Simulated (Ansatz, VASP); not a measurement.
HgTe in VASP and in Ansatz

INCAR

```
SYSTEM = HgTe
ALGO = Normal
EDIFF = 1E-7
ENCUT = 520
GGA = PS
ISIF = 2
ISMEAR = -1
LASPH = .TRUE.
LCHARG = .FALSE.
LREAL = .FALSE.
LWAVE = .FALSE.
NBANDS = 16
NELM = 80
PREC = Accurate
SIGMA = 0.05
```

KPOINTS

```
k-points
0
G
  9 9 9
  0 0 0
```

POSCAR

```
HgTe
1.0
    0.0000000000      3.2235000000      3.1912650000
    3.2235000000      0.0000000000      3.1912650000
    3.2235000000      3.2235000000      0.0000000000
Hg Te
1 1
Direct
    0.0000000000      0.0000000000      0.0000000000
    0.7500000000      0.7500000000      0.7500000000
```

Input for Ansatz:

```yaml
crystal:
  lattice:
    - [0.0, 3.2235, 3.191265]
    - [3.2235, 0.0, 3.191265]
    - [3.2235, 3.2235, 0.0]
  atoms:
    - { symbol: Hg, position: [0.0, 0.0, 0.0] }
    - { symbol: Te, position: [0.75, 0.75, 0.75] }
kpoints:
  mp_grid: { grid: [9, 9, 9] }
  band_path:
    path:
      - [0.0, 0.0, 0.0]
      - [0.0, 0.5, 0.5]
      - [0.25, 0.75, 0.5]
      - [0.0, 0.5, 0.0]
      - [0.0, 0.0, 0.0]
      - [0.5, 0.5, 0.0]
      - [0.3775380063, 0.6224619937, 0.0]
      - [-0.3775380063, 0.3775380063, 0.0]
      - [0.0, 0.0, 0.0]
    npoints: 5
scf:
  occupations: { method: fermi_dirac, width: 0.05 }
hamiltonian:
  xc: pbesol
  pseudopotentials: { kind: all_electron, lapw: { basis_error: 0.0005 } }
output:
  forces: true
  stress: true
  eigenvalues: true
```

Change from the starting cell: zz strain of -1 %.

Alike in both runs: task single point; functional PBEsol; k mesh 9 × 9 × 9; occupations fermi-dirac, width 0.05 eV; no spin polarisation.

|  | VASP | Ansatz |
| --- | --- | --- |
| version | VASP 6.6.1 | Ansatz 0.2.0 |
| potentials or method | VASP PAW PBE potentials, release 64 (Hg, Te), cutoff 520 eV | all-electron LAPW, scalar-relativistic |

|  | VASP | Ansatz | Ansatz less VASP |
| --- | --- | --- | --- |
| pressure (GPa) | 1.9 | 1.8 | -0.12 |
| traceless stress, the component that is largest in VASP (GPa) | 0.09 | 0.09 | 0.000 |

VASP's potentials were made for PBE, not for PBEsol. Ansatz ran all-electron here, and VASP with PAW potentials.

Spin-orbit coupling is off throughout.
